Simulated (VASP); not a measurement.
Ti2Hg: single point with PBE

The system is Ti2Hg.

```
Ti Hg
1.0
     2.90866    0.00000    0.00000
     0.00000    2.90866    0.00000
     0.00000    0.00000    6.81224
Ti Hg
2 1
Cartesian
  1.4543 1.4543 2.1652
  1.4543 1.4543 4.6471
  0.0000 0.0000 0.0000
```

The cell was generated, and may not be a known phase.

| Property | Result |
| --- | --- |
| Program | VASP 6.6.1 |
| Task | single point |
| Functional | PBE |
| Potentials or basis | VASP PAW PBE potentials, release 64 (Ti_sv, Hg) |
| Cutoff | 520 eV |
| k mesh | 6 × 6 × 4 |
| Occupations | gaussian, width 0.1 eV |
| Spin | no spin polarisation |
| Dipole correction | no |
| Further INCAR settings | ALGO = Fast; EDIFF = 1e-06; NBANDS = 25 |

- Pressure: 0.2 GPa
- Largest force: 0.034 eV/Å
- Band gap on the k mesh: zero (bands 18 and 19 overlap by 0.72 eV)

Forces on the atoms (eV/Å):
```
Ti   0.000  0.000  0.034
Ti   0.000  0.000 -0.034
Hg   0.000  0.000  0.000
```

Stress tensor (GPa, compression positive):
```
0.11 0.00 0.00
0.00 0.11 0.00
0.00 0.00 0.28
```

Levels at points of the mesh, in eV from the Fermi level:
```csv
k point,band 14,band 15,band 16,band 17,band 18,band 19,band 20,band 21,band 22,band 23
"(0.00, 0.00, 0.00)",-6.47,-3.55,-2.83,-0.80,-0.38,-0.32,1.03,1.31,1.31,2.87
"(0.50, 0.00, 0.00)",-3.30,-3.26,-1.41,-0.92,-0.64,0.00,1.10,1.52,1.74,2.01
"(0.50, 0.50, 0.00)",-1.85,-1.37,-1.37,-1.15,0.36,1.74,1.74,1.93,1.93,2.87
"(0.00, 0.00, 0.50)",-6.47,-5.01,-0.88,-0.55,-0.48,-0.22,0.45,1.55,1.55,2.61
"(0.50, 0.00, 0.50)",-3.19,-2.82,-1.79,-0.97,-0.64,0.04,0.12,1.66,1.67,1.86
"(0.50, 0.50, 0.50)",-2.00,-1.18,-0.56,-0.56,-0.35,-0.35,0.27,3.12,3.38,3.62
```

Wall time 90 s on 1 thread of AMD EPYC 7R13 Processor (Zen 3) (shared host), peak memory 0.17 GiB.

Caveat: the k points lie up to 0.36 Å⁻¹ apart, too coarse for converged energies and pressures of a metal; spin-orbit coupling is left out, which moves the levels of the heavy elements.
